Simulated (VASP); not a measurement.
Here is a VASP 6.6.1 calculation.

File INCAR:

```
SYSTEM = Y2Os
PREC = Accurate
ENCUT = 600
EDIFF = 1E-6
ISMEAR = 0
SIGMA = 0.1
LREAL = .FALSE.
LASPH = .TRUE.
NELM = 100
ALGO = Normal
ISIF = 3
LWAVE = .FALSE.
LCHARG = .FALSE.
GGA = PE
IBRION = 2
NSW = 90
EDIFFG = -0.04
```

KPOINTS

```
Automatic mesh
0
G
  6 6 6
  0 0 0
```

Contents of POSCAR:

```
Y2Os
1.0
    0.0000000000      2.9364682300      2.9364682300
    2.9364682300      0.0000000000      2.9364682300
    2.9364682300      2.9364682300      0.0000000000
Y Os
2 1
Direct
    0.2500000000      0.2500000000      0.2500000000
    0.7500000000      0.7500000000      0.7500000000
    0.0000000000      0.0000000000      0.0000000000
```

Potentials or basis: VASP PAW PBE potentials, release 64 (Y_sv, Os).

The run is started by

```sh
$ cat potpaw_PBE.64/Y_sv/POTCAR potpaw_PBE.64/Os/POTCAR > POTCAR
$ mpirun -np 1 vasp_std > vasp.out
```

Q: Estimate the relaxed cell.

A: a = 4.790 Å, b = 4.790 Å, c = 4.790 Å, α = 60.00°, β = 60.00°, γ = 60.00°.

Q: Predict the band gap on the k mesh.

A: Zero (band 15 reaches 3.62 eV, above the bottom of band 16 at 3.26 eV).

Q: What does it give for the space group after relaxing (to 0.05 Å)?

A: Fm-3m (No. 225).

Q: Predict the relaxed volume.

A: 25.90 Å³/atom.

Final structure:
```
Y Os
1.0
     0.00000    3.38690    3.38690
     3.38690    0.00000    3.38690
     3.38690    3.38690    0.00000
Y Os
2 1
Direct
  0.25000 0.25000 0.25000
  0.75000 0.75000 0.75000
  0.00000 0.00000 0.00000
```

Caveat: the volume moved by over 15 % at a fixed basis, so the end points are rough; spin-orbit coupling is left out, which moves the levels of the heavy elements.
